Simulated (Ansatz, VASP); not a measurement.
## One calculation of SbMo, two programs

Contents of INCAR:

```
SYSTEM = SbMo
PREC = Accurate
ENCUT = 600
EDIFF = 1E-6
ISMEAR = -1
SIGMA = 0.08
LREAL = .False.
LASPH = .True.
NELM = 100
ALGO = Normal
ISIF = 3
LWAVE = .False.
LCHARG = .False.
GGA = CA
IBRION = 2
NSW = 60
EDIFFG = -0.005
```

File KPOINTS:

```
regular mesh
0
Gamma
  13 13 13
  0 0 0
```

POSCAR

```
SbMo
1.0
    3.2317894572      0.0000000000      0.0000000000
    0.0000000000      3.2317894572      0.0000000000
    0.0000000000      0.0000000000      3.2317894572
Mo Sb
1 1
Direct
    0.0000000000      0.0000000000      0.0000000000
    0.5000000000      0.5000000000      0.5000000000
```

Input for Ansatz:

```yaml
crystal:
  lattice:
    - [3.2317894572, 0.0, 0.0]
    - [0.0, 3.2317894572, 0.0]
    - [0.0, 0.0, 3.2317894572]
  atoms:
    - { symbol: Mo, position: [0.0, 0.0, 0.0] }
    - { symbol: Sb, position: [0.5, 0.5, 0.5] }
kpoints:
  mp_grid: { grid: [13, 13, 13] }
scf:
  occupations: { method: fermi_dirac, width: 0.08 }
hamiltonian:
  xc: lda
  pseudopotentials: { kind: paw }
output:
  forces: true
  stress: true
relax:
  f_tol: 0.005
  max_steps: 40
  cell: {}
```

Alike in both runs: task relaxation of cell and atoms; functional LDA; k mesh 13 × 13 × 13; occupations fermi-dirac, width 0.08 eV; no spin polarisation.

|  | VASP | Ansatz |
| --- | --- | --- |
| version | VASP 6.6.1 | Ansatz 0.2.0 |
| potentials or method | VASP PAW LDA potentials, release 64 (Mo_sv, Sb) | PAW with Ansatz's default frozen-core files, scalar-relativistic |
| plane-wave cutoff (eV) | 600 | 420 |
| valence electrons in the cell | 19 | 29 |

```tsv
	VASP	Ansatz	Ansatz less VASP
relaxed volume (Å³/atom)	17.43	17.37	-0.058
relaxed cell length with the largest relative difference (Å)	3.266	3.263	-0.0036
```

LDA's correlation is that of Perdew and Zunger in VASP and of Perdew and Wang (1992) in Ansatz. VASP's potentials hold 19 valence electrons a cell and Ansatz's 29, so a difference there can come from the potentials and not from the codes.

Spin-orbit coupling is off throughout.
